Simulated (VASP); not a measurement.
# PrHRh3 (R3m) in VASP: notebook

Runs on PrHRh3. Level: PBE. Tasks: single point, relaxation of shape and atoms at fixed volume.

Everything below comes from runs of VASP 6.6.1. Logs are shortened: lines on timing, memory, paths and dates and some standing lists are left out, and cuts for length are marked.

## (1) The cell of the first run

The structure is trigonal, space group R3m (No. 160). Conventional cell: a = 5.966 Å, b = 5.966 Å, c = 7.314 Å, α = 90.00°, β = 90.00°, γ = 120.00°. Within 3.8 Å of Pr (site symmetry 3m) lie 4 H at 2.91 to 3.48 Å and 12 Rh at 2.97 to 3.00 Å. H (site symmetry 3m) has 3 Rh at 1.84 Å within 2.4 Å. Rh (site symmetry m) has 1 H at 1.84 Å within 2.4 Å.

## (2) Single point, PBE (15.03 Å³/atom)

Input file INCAR:

```
SYSTEM = PrHRh3
PREC     = Accurate       ! precision mode
ENCUT    = 500            ! plane-wave cutoff, eV
EDIFF    = 1E-6           ! SCF threshold, eV
ISMEAR   = 0              ! smearing method
SIGMA    = 0.1            ! smearing width, eV
LREAL    = .FALSE.        ! projectors in reciprocal space
LASPH    = .TRUE.         ! aspherical terms in the spheres
NELM     = 200            ! most SCF steps
ALGO     = Normal         ! electronic algorithm
ISIF     = 2              ! what is computed and relaxed
LWAVE    = .FALSE.        ! write WAVECAR
LCHARG   = .FALSE.        ! write CHGCAR
GGA      = PE             ! functional
NBANDS   = 36             ! bands
GGA_COMPAT= .FALSE.      
LMAXMIX  = 6              ! l up to which the mixer works
```

Input file KPOINTS:

```
regular mesh
0
G
  6 6 6
  0 0 0
```

Input file POSCAR:

```
PrHRh3
1.0
    2.9832258280      1.7223662349      2.4379108477
   -2.9832258280      1.7223662349      2.4379108477
    0.0000000000     -3.4447324697      2.4379108478
Pr H Rh
1 1 3
Direct
    0.9885287910      0.9885287910      0.9885287910
    0.5909436909      0.5909436909      0.5909436909
    0.4862419575      0.0017094230      0.4862419575
    0.4862419575      0.4862419575      0.0017094230
    0.0017094230      0.4862419575      0.4862419575
```

Potentials or basis: VASP PAW PBE potentials, release 64 (Pr_3, H, Rh_pv), 4f in core.

Command:

```bash
$ cat potpaw_PBE.64/Pr_3/POTCAR potpaw_PBE.64/H/POTCAR potpaw_PBE.64/Rh_pv/POTCAR > POTCAR
$ mpirun -np 1 vasp_std > vasp.out
```

OUTCAR:

```text
SYSTEM = PrHRh3
   PREC = Accurate
   ENCUT = 500
   EDIFF = 1E-6
   ISMEAR = 0
   LREAL = .FALSE.
   LASPH = .TRUE.
   NELM = 200
   ISIF = 2
   GGA = PE

 ion  position               nearest neighbor table
   1  0.989  0.989  0.989-   4 2.97   3 2.97   5 2.97   4 2.98   4 2.98   3 2.98   5 2.98   3 2.98
                             5 2.98   4 3.00   3 3.00   5 3.00
   2  0.591  0.591  0.591-   3 1.84   5 1.84   4 1.84
   3  0.486  0.002  0.486-   2 1.84   5 2.89   4 2.89   1 2.97   1 2.98   1 2.98   5 2.99   5 2.99
                             4 2.99   4 2.99   1 3.00   5 3.08   4 3.08
   4  0.486  0.486  0.002-   2 1.84   3 2.89   5 2.89   1 2.97   1 2.98   1 2.98   5 2.99   3 2.99
                             3 2.99   5 2.99   1 3.00   5 3.08   3 3.08
   5  0.002  0.486  0.486-   2 1.84   3 2.89   4 2.89   1 2.97   1 2.98   1 2.98   3 2.99   3 2.99
                             4 2.99   4 2.99   1 3.00   3 3.08   4 3.08

  LATTYP: Found a trigonal (rhomboedric) cell.
 ALAT       =     4.2201411220
 COS(alpha) =     0.0005793736

  Lattice vectors:

 A1 = (   2.9832258280,   1.7223662349,   2.4379108477)
 A2 = (  -2.9832258280,   1.7223662349,   2.4379108477)
 A3 = (   0.0000000000,  -3.4447324697,   2.4379108478)

Analysis of symmetry for initial positions (statically):
=====================================================================
 Subroutine PRICEL returns:
 Original cell was already a primitive cell.

 Routine SETGRP: Setting up the symmetry group for a
 trigonal (rhombohedral) supercell.

 Subroutine GETGRP returns: Found  6 space group operations
 (whereof  6 operations were pure point group operations)
 out of a pool of 12 trial point group operations.

The static configuration has the point symmetry C_3v.

Analysis of symmetry for dynamics (positions and initial velocities):
=====================================================================
 Subroutine PRICEL returns:
 Original cell was already a primitive cell.

 Routine SETGRP: Setting up the symmetry group for a
 trigonal (rhombohedral) supercell.

 Subroutine GETGRP returns: Found  6 space group operations
 (whereof  6 operations were pure point group operations)
 out of a pool of 12 trial point group operations.

The dynamic configuration has the point symmetry C_3v.

 Subroutine INISYM returns: Found  6 space group operations
 (whereof  6 operations are pure point group operations),
 and found     1 'primitive' translations

----------------------------------------------------------------------------------------

                                     Primitive cell

  volume of cell :      75.1589

  direct lattice vectors                    reciprocal lattice vectors
     2.983225828  1.722366235  2.437910848     0.167603805  0.096766102  0.136729091
    -2.983225828  1.722366235  2.437910848    -0.167603805  0.096766102  0.136729091
     0.000000000 -3.444732470  2.437910848     0.000000000 -0.193532204  0.136729091

  length of vectors
     4.220141122  4.220141122  4.220141122     0.236958980  0.236958980  0.236958980

  position of ions in fractional coordinates (direct lattice)
     0.988528791  0.988528791  0.988528791
     0.590943691  0.590943691  0.590943691
     0.486241957  0.001709423  0.486241957
     0.486241957  0.486241957  0.001709423
     0.001709423  0.486241957  0.486241957

  ion indices of the primitive-cell ions
   primitive index   ion index
                 1           1
                 2           2
                 3           3
                 4           4
                 5           5

----------------------------------------------------------------------------------------

 KPOINTS: regular mesh

Automatic generation of k-mesh.
 Grid dimensions read from file:
 generate k-points for:    6    6    6

 Generating k-lattice:

  Cartesian coordinates                     Fractional coordinates (reciprocal lattice)
     0.027933968  0.016127684  0.022788182     0.166666667  0.000000000  0.000000000
    -0.027933968  0.016127684  0.022788182     0.000000000  0.166666667  0.000000000
     0.000000000 -0.032255367  0.022788182    -0.000000000 -0.000000000  0.166666667

  Length of vectors
     0.039493163  0.039493163  0.039493163

  Shift w.r.t. Gamma in fractional coordinates (k-lattice)
     0.000000000  0.000000000  0.000000000

 Subroutine IBZKPT returns following result:
 ===========================================

 Found     32 irreducible k-points:

 Following reciprocal coordinates:
            Coordinates               Weight
  0.000000  0.000000  0.000000      1.000000
  0.166667  0.000000 -0.000000      6.000000
  0.333333  0.000000 -0.000000      6.000000
  0.500000  0.000000 -0.000000      3.000000
  0.166667  0.166667 -0.000000      6.000000
  0.333333  0.166667 -0.000000     12.000000
[... 16 lines left out ...]
  0.500000  0.500000  0.166667      6.000000
 -0.333333  0.500000  0.166667     12.000000
 [... further k-points ...]
   k-points           NKPTS =     32   k-points in BZ     NKDIM =     32   number of bands    NBANDS=     36
   number of dos      NEDOS =    301   number of ions     NIONS =      5
   total plane-waves  NPLWV =  32768
   dimension x,y,z NGX =    32 NGY =   32 NGZ =   32
   dimension x,y,z NGXF=    64 NGYF=   64 NGZF=   64
   ions per type =               1   1   3
   NGX,Y,Z   is equivalent  to a cutoff of  12.61, 12.61, 12.61 a.u.
   NGXF,Y,Z  is equivalent  to a cutoff of  25.21, 25.21, 25.21 a.u.
 SYSTEM =  PrHRh3
   PREC   = accura    normal or accurate (medium, high low for compatibility)
   ISTART =      0    job   : 0-new  1-cont  2-samecut
   ICHARG =      2    charge: 1-file 2-atom 10-const
   ISPIN  =      1    spin polarized calculation?
   LNONCOLLINEAR =      F non collinear calculations
   LSORBIT =      F    spin-orbit coupling
   LASPH  =      T    aspherical Exc in radial PAW
   ENCUT  =  500.0 eV  36.75 Ry    6.06 a.u.   7.69  7.69  7.69*2*pi/ulx,y,z
   NELM   =    200;   NELMIN=  2; NELMDL= -5     # of ELM steps
   EDIFF  = 0.1E-05   stopping-criterion for ELM
   LREAL  =      F    real-space projection
   EDIFFG = 0.1E-04   stopping-criterion for IOM
   NSW    =      0    number of steps for IOM
   IBRION =     -1    ionic relax: 0-MD 1-quasi-New 2-CG
   NFREE  =      0    steps in history (QN), initial steepest desc. (CG)
   ISIF   =      2    stress and relaxation
   ISYM   =      2    0-nonsym 1-usesym 2-fastsym
   POTIM  = 0.5000    time-step for ionic-motion
   TEBEG  =    0.0;   TEEND  =   0.0 temperature during run
   PSTRESS=    0.0 pullay stress
   NELECT =      57.0000    total number of electrons
   NUPDOWN=      -1.0000    fix difference up-down
   EMIN   =  10.00;   EMAX   =-10.00  energy-range for DOS
   EFERMI =   0.00;   METHOD = LEGACY
   ISMEAR =     0;   SIGMA  =   0.10  broadening in eV -4-tet -1-fermi 0-gaus
   EFERMI_NEDOS =   21; number of points for ismear=-14 and -15
   IALGO  =     38    algorithm
   IMIX   =      4    mixing-type and parameters
     AMIX     =   0.40;   BMIX     =  1.00
     AMIX_MAG =   1.60;   BMIX_MAG =  1.00
  volume/ion in A,a.u.               =      15.03       101.44
  Fermi-wavevector in a.u.,A,eV,Ry     =   1.492930  2.821229 30.325223  2.228841
  Thomas-Fermi vector in A             =   2.605396
   LORBIT       =      0    0 simple, 1 ext, 2 COOP (PROOUT), +10 PAW based schemes
   GGA     = PE    functional components
   LHFCALC =     F    Hartree Fock is set to
   AEXX    =    0.0000 exact exchange contribution
   IVDW    =     0    specifies the selected vdW correction
   LEPSILON=     F    determine dielectric tensor
   LRPA    =     F    only Hartree local field effects (RPA)
 non-spin polarized calculation
 Gauss-broadening in eV      SIGMA  =   0.10
  energy-cutoff  :      500.00
  volume of cell :       75.16
 maximum number of plane-waves:      1935
   NGX = 15   NGY = 15   NGZ = 15

 number of electron      56.9999969 magnetization

 Free energy of the ion-electron system (eV)
  ---------------------------------------------------
  ext. energy  EPLUGINS =         0.00000000
  ---------------------------------------------------
  free energy    TOTEN  =       -31.46631772 eV

  energy without entropy =      -31.44413029  energy(sigma->0) =      -31.45522401

 E-fermi :   7.6268     XC(G=0): -12.3798

 val. band max:        7.6060437738   @ k =   0.3333   0.0000  -0.0000
 cond. band min:       7.6329326620   @ k =   0.5000   0.3333   0.1667
 fundamental gap:      0.0268888882
 Fermi energy:         7.6268239059

 k-point     1 :       0.0000    0.0000    0.0000
  band No.  band energies     occupation
      1     -38.2278      2.00000
      2     -38.1745      2.00000
      3     -38.1745      2.00000
      4     -38.0293      2.00000
      5     -38.0293      2.00000
      6     -38.0089      2.00000
[... 28 lines left out ...]
     35      14.2534      0.00000
     36      14.2689      0.00000

 k-point     2 :       0.1667    0.0000   -0.0000
  band No.  band energies     occupation
      1     -38.2208      2.00000
      2     -38.1690      2.00000
      3     -38.1681      2.00000
      4     -38.0330      2.00000
      5     -38.0302      2.00000
      6     -38.0107      2.00000
[... 28 lines left out ...]
     35      13.7639      0.00000
     36      14.1799      0.00000

 k-point     3 :       0.3333    0.0000   -0.0000
  band No.  band energies     occupation
      1     -38.2049      2.00000
      2     -38.1568      2.00000
      3     -38.1532      2.00000
      4     -38.0427      2.00000
      5     -38.0334      2.00000
      6     -38.0163      2.00000
[... 28 lines left out ...]
     35      13.7990      0.00000
     36      14.0449      0.00000
[... 742 lines left out ...]
 k-point    23 :       0.5000    0.5000    0.1667
  band No.  band energies     occupation
      1     -38.2507      2.00000
      2     -38.1257      2.00000
      3     -38.1021      2.00000
      4     -38.0860      2.00000
      5     -38.0655      2.00000
      6     -38.0506      2.00000
[... 28 lines left out ...]
     35      12.1098      0.00000
     36      12.7666      0.00000

 k-point    24 :      -0.3333    0.5000    0.1667
  band No.  band energies     occupation
      1     -38.2375      2.00000
      2     -38.1361      2.00000
      3     -38.0969      2.00000
      4     -38.0843      2.00000
      5     -38.0666      2.00000
      6     -38.0575      2.00000
[... 28 lines left out ...]
     35      12.4283      0.00000
     36      13.1206      0.00000

 [... further k-points ...]

------------------------ aborting loop because EDIFF is reached ----------------------------------------

  FORCE on cell =-STRESS in cart. coord.  units (eV):
  Direction    XX          YY          ZZ          XY          YZ          ZX
  --------------------------------------------------------------------------------------
  -------------------------------------------------------------------------------------
  Total       -1.6270795     -1.6270795     -1.6403175      0.0000000      0.0000000     -0.0000000
  in kB      -34.6847566    -34.6847566    -34.9669532      0.0000000      0.0000000     -0.0000000
  external PRESSURE =     -34.7788221 kB  Pullay stress =       0.0000000 kB

 VOLUME and BASIS-vectors are now :
 -----------------------------------------------------------------------------
  energy-cutoff  :      500.00
  volume of cell :       75.16
      direct lattice vectors                 reciprocal lattice vectors
     2.983225828  1.722366235  2.437910848     0.167603805  0.096766102  0.136729091
    -2.983225828  1.722366235  2.437910848    -0.167603805  0.096766102  0.136729091
     0.000000000 -3.444732470  2.437910848     0.000000000 -0.193532204  0.136729091

 POSITION                                       TOTAL-FORCE (eV/Angst)
 -----------------------------------------------------------------------------------
      0.00000      0.00000      7.22984         0.000000      0.000000      0.008128
      0.00000      0.00000      4.32200         0.000000     -0.000000     -0.004355
      1.44547     -0.83454      2.37500         0.000190     -0.000110     -0.001258
      0.00000      1.66908      2.37500         0.000000      0.000220     -0.001258
     -1.44547     -0.83454      2.37500        -0.000190     -0.000110     -0.001258
 -----------------------------------------------------------------------------------
    total drift:                                0.000000     -0.000009      0.001354

  FREE ENERGIE OF THE ION-ELECTRON SYSTEM (eV)
  ---------------------------------------------------
  free  energy   TOTEN  =       -31.4663177189 eV

  energy  without entropy=      -31.4441302925  energy(sigma->0) =      -31.45522401
```

Wall time 82 s (1 thread of Intel Xeon Platinum 8375C at 2.90GHz (Ice Lake), shared host); peak memory 0.22 GiB.

What came out:

```yaml
Free_energy: -31.4663 eV
Pressure: -3.5 GPa
Largest_force: 0.008 eV/Å
Band_gap_on_the_k_mesh: zero (an odd number of electrons rules out a gap without spin polarisation)
```

Forces on the atoms (eV/Å):
```
Pr   0.000  0.000  0.008
H    0.000  0.000 -0.004
Rh   0.000  0.000 -0.001
Rh   0.000  0.000 -0.001
Rh   0.000  0.000 -0.001
```

Levels at points of the mesh, in eV from the Fermi level:
```csv
k point,band 26,band 27,band 28,band 29,band 30,band 31
"(0.00, 0.00, 0.00)",0.35,0.58,0.58,0.63,1.82,3.68
"(0.50, 0.00, 0.00)",-0.87,-0.85,-0.73,-0.27,0.59,2.26
"(0.50, 0.50, 0.00)",-1.23,-1.17,-0.78,-0.68,-0.45,2.35
"(0.50, 0.50, 0.50)",-1.20,0.34,0.34,0.37,2.79,2.86
```

Caveat: the cell stands under tension; spin-orbit coupling is left out, which moves the levels of the heavy elements; the 4f electrons are frozen in the core, so they carry no moment and show no levels. Spin polarisation is off, so any magnetic state and its effect on volume and gap are missing.

[end of part 1 of 2]

The gap in the log of VASP goes by the Fermi energy; the results here count the filled bands.